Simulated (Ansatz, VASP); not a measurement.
NaI: VASP beside Ansatz

```xyz
2
Lattice="0.7889 3.6751 3.6751 3.6751 0.7889 3.6751 3.6751 3.6751 0.7889" Properties=species:S:1:pos:R:3 pbc="T T T"
Na    0.0000    0.0000    0.0000
I     4.0695    4.0695    4.0695
```

Alike in both runs: task single point; functional r2SCAN; k mesh 8 × 8 × 8; occupations gaussian, width 0.05 eV; no spin polarisation.

```csv
,VASP,Ansatz
version,VASP 6.6.1,Ansatz 0.2.0
potentials or method,"VASP PAW PBE potentials, release 64 (Na_pv, I), cutoff 550 eV","scalar-relativistic, plane waves, PAW"
valence electrons in the cell,14,26
```

```csv
,VASP,Ansatz,Ansatz less VASP
gap on the k mesh at the Fermi level (eV),2.39,2.38,-0.005
least direct gap on the mesh (eV),2.39,2.38,-0.005
pressure (GPa),0.1,0.1,+0.08
"traceless stress, the component that is largest in VASP (GPa)",-2.99,-2.96,+0.030
```

VASP's potentials were made for PBE, not for r2SCAN. VASP's potentials hold 14 valence electrons a cell and Ansatz's 26, so a difference there can come from the potentials and not from the codes.

Neither program's run includes spin-orbit coupling.
